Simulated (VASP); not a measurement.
# HgTe: single point with PBEsol

HgTe:

```
Hg Te
1.0
     0.00000    3.20187    3.20187
     3.20187    0.00000    3.20187
     3.20187    3.20187    0.00000
Hg Te
1 1
Direct
  0.00000 0.00000 0.00000
  0.75000 0.75000 0.75000
```

This cell differs from its parent crystal: volume scaled by 0.98.

```json
{
  "Program": "VASP 6.6.1",
  "Task": "single point",
  "Functional": "PBEsol",
  "Potentials or basis": "VASP PAW PBE potentials, release 64 (Hg, Te)",
  "Cutoff": "520 eV",
  "k mesh": "9 × 9 × 9",
  "Occupations": "fermi-dirac, width 0.05 eV",
  "Spin": "no spin polarisation",
  "Dipole correction": "no",
  "Further INCAR settings": "ALGO = Normal; EDIFF = 1e-07; NBANDS = 16"
}
```

| Quantity | Value |
| --- | --- |
| Pressure | 2.5 GPa |
| Band gap on the k mesh | zero (filled and empty bands touch) |

Levels at points of the mesh, in eV from the Fermi level:
| k point | band 6 | band 7 | band 8 | band 9 | band 10 | band 11 | band 12 | band 13 |
| --- | --- | --- | --- | --- | --- | --- | --- | --- |
| (0.00, 0.00, 0.00) | -7.01 | -0.80 | -0.06 | -0.06 | -0.06 | 4.07 | 4.07 | 4.07 |

Wall time 15 s on 1 thread of Intel(R) Xeon(R) 6975P-C (Granite Rapids), with other jobs on the host, peak memory 0.22 GiB.

Caveat: the PAW data sets were made with another functional, which shifts forces and pressure a little; spin-orbit coupling is left out, which moves the levels of the heavy elements.
